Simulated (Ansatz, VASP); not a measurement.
# Te in VASP and in Ansatz

Contents of INCAR:

```
  PREC = Accurate
  ENCUT = 520
  EDIFF = 1E-7
  ISMEAR = -1
  SIGMA = 0.05
  LREAL = False
  LASPH = True
  NELM = 80
  ALGO = Normal
  ISIF = 2
  LWAVE = False
  LCHARG = False
  GGA = PE
  NBANDS = 9
```

The input KPOINTS:

```
Automatic mesh
0
Gamma
  14 14 14
```

File POSCAR:

```
Te
1.0
   -1.6941560784      1.6941560784      1.6941560784
    1.6941560784     -1.6941560784      1.6941560784
    1.6941560784      1.6941560784     -1.6941560784
Te
1
Direct
    0.0000000000      0.0000000000      0.0000000000
```

Input for Ansatz:

```yaml
crystal:
  lattice:
    - [-1.6941560784, 1.6941560784, 1.6941560784]
    - [1.6941560784, -1.6941560784, 1.6941560784]
    - [1.6941560784, 1.6941560784, -1.6941560784]
  atoms:
    - { symbol: Te, position: [0.0, 0.0, 0.0] }
kpoints:
  mp_grid: { grid: [14, 14, 14] }
scf:
  occupations: { method: fermi_dirac, width: 0.05 }
hamiltonian:
  xc: pbe
  pseudopotentials: { kind: all_electron, lapw: { basis_error: 0.001 } }
output:
  forces: true
  stress: true
  eigenvalues: true
  populations: true
```

Change from the starting cell: volume scaled by 0.68, LAPW.

Alike in both runs: task single point; functional PBE; k mesh 14 × 14 × 14; occupations fermi-dirac, width 0.05 eV; no spin polarisation.

|  | VASP | Ansatz |
| --- | --- | --- |
| version | VASP 6.6.1 | Ansatz 0.2.0 |
| potentials or method | VASP PAW PBE potentials, release 64 (Te), cutoff 520 eV | all-electron LAPW, scalar-relativistic |

|  | VASP | Ansatz | Ansatz less VASP |
| --- | --- | --- | --- |
| pressure (GPa) | 51.3 | 51.3 | -0.03 |

Both programs put the cell under a high pressure, so it lies far from rest at this level. Ansatz ran all-electron here, and VASP with PAW potentials.

Spin-orbit coupling is off throughout.
